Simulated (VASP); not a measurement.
ZnAu: relaxation of cell and atoms with LDA

ZnAu:

```xyz
2
Lattice="3.1867 0.0000 0.0000 0.0000 3.1867 0.0000 0.0000 0.0000 3.1867" Properties=species:S:1:pos:R:3 pbc="T T T"
Zn    1.5933    1.5933    1.5933
Au    0.0000    0.0000    0.0000
```

| Property | Result |
| --- | --- |
| Program | VASP 6.6.1 |
| Task | relaxation of cell and atoms |
| Functional | LDA |
| Potentials or basis | VASP PAW LDA potentials, release 64 (Zn, Au) |
| Cutoff | 600 eV |
| k mesh | 14 × 14 × 14 |
| Occupations | gaussian, width 0.1 eV |
| Spin | no spin polarisation |
| Dipole correction | no |
| Further INCAR settings | ALGO = Normal; EDIFF = 1e-06; IBRION = 2; EDIFFG = -0.005; NSW = 70; ISIF = 3 |

The relaxed volume is 14.89 Å³/atom. The relaxed cell is a = 3.100 Å, b = 3.100 Å, c = 3.100 Å, α = 90.00°, β = 90.00°, γ = 90.00°. The space group after relaxing (to 0.1 Å) is Pm-3m (No. 221). The energy gained by relaxing is 45.3 meV/atom. The ionic steps are 4 and the pressure after relaxing is 0.0 GPa. The band gap on the k mesh is zero (an odd number of electrons rules out a gap without spin polarisation).

Step by step:
```tsv
step	energy change (eV)	largest force (eV/Å)	pressure (GPa)	volume (Å³)
1	0.0000	0.0000	-10.43	32.36
2	-0.0032	0.0000	14.24	27.67
3	-0.0907	0.0000	-0.14	29.83
4	-0.0907	0.0000	0.05	29.79
```

Final structure:
```xyz
2
Lattice="3.0998 0.0000 0.0000 0.0000 3.0998 0.0000 0.0000 0.0000 3.0998" Properties=species:S:1:pos:R:3 pbc="T T T"
Zn    1.5499    1.5499    1.5499
Au    0.0000    0.0000    0.0000
```

Levels at points of the mesh, in eV from the Fermi level:
| k point | band 10 | band 11 | band 12 | band 13 | band 14 | band 15 |
| --- | --- | --- | --- | --- | --- | --- |
| (0.00, 0.00, 0.00) | -3.82 | -3.82 | 4.99 | 4.99 | 4.99 | 9.32 |
| (0.50, 0.00, 0.00) | -5.13 | -4.01 | -2.38 | 10.58 | 11.41 | 11.41 |
| (0.50, 0.50, 0.00) | -3.20 | -2.18 | -2.18 | 1.00 | 2.72 | 10.49 |
| (0.50, 0.50, 0.50) | -3.14 | 1.38 | 3.81 | 3.81 | 3.81 | 3.84 |

It took 2.2 min on 1 thread of Intel(R) Xeon(R) Platinum 8375C CPU @ 2.90GHz (Ice Lake), with other jobs on the host, peak memory 0.22 GiB.

Caveat: spin-orbit coupling is left out, which moves the levels of the heavy elements. LDA usually gives volumes a few per cent too small.
